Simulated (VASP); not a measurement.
A run of VASP 6.6.1:

Contents of INCAR:

```
ALGO = Normal
EDIFF = 1E-8
ENCUT = 520
GGA = PS
GGA_COMPAT = False
ISIF = 2
ISMEAR = -1
LASPH = True
LCHARG = False
LEFG = True
LREAL = False
LWAVE = False
NBANDS = 16
NELM = 120
PREC = Accurate
SIGMA = 0.02
```

The input KPOINTS:

```
k-points
0
Gamma
  9 9 9
```

POSCAR

```
TaN
1.0
   -0.0435800000      2.1572100000      2.1572100000
    2.1572100000     -0.0435800000      2.1572100000
    2.1572100000      2.1572100000     -0.0435800000
Ta N
1 1
Direct
    0.5000000000      0.5000000000      0.5000000000
    0.0000000000      0.0000000000      0.0000000000
```

Potentials or basis: VASP PAW PBE potentials, release 64 (Ta_sv_GW, N).

The run is started by

```bash
$ cat potpaw_PBE.64/Ta_sv_GW/POTCAR potpaw_PBE.64/N/POTCAR > POTCAR
$ mpirun -np 1 vasp_std > vasp.out
```

Hardware: 1 thread of AMD EPYC 9R45 96-Core Processor (Zen 5) (shared host).

Question: Estimate the wall time of this run.

Answer: Wall time 17 s on 1 thread of AMD EPYC 9R45 96-Core Processor (Zen 5), with other jobs on the host, peak memory 0.14 GiB. Counts: scf iterations 14, k points 85.
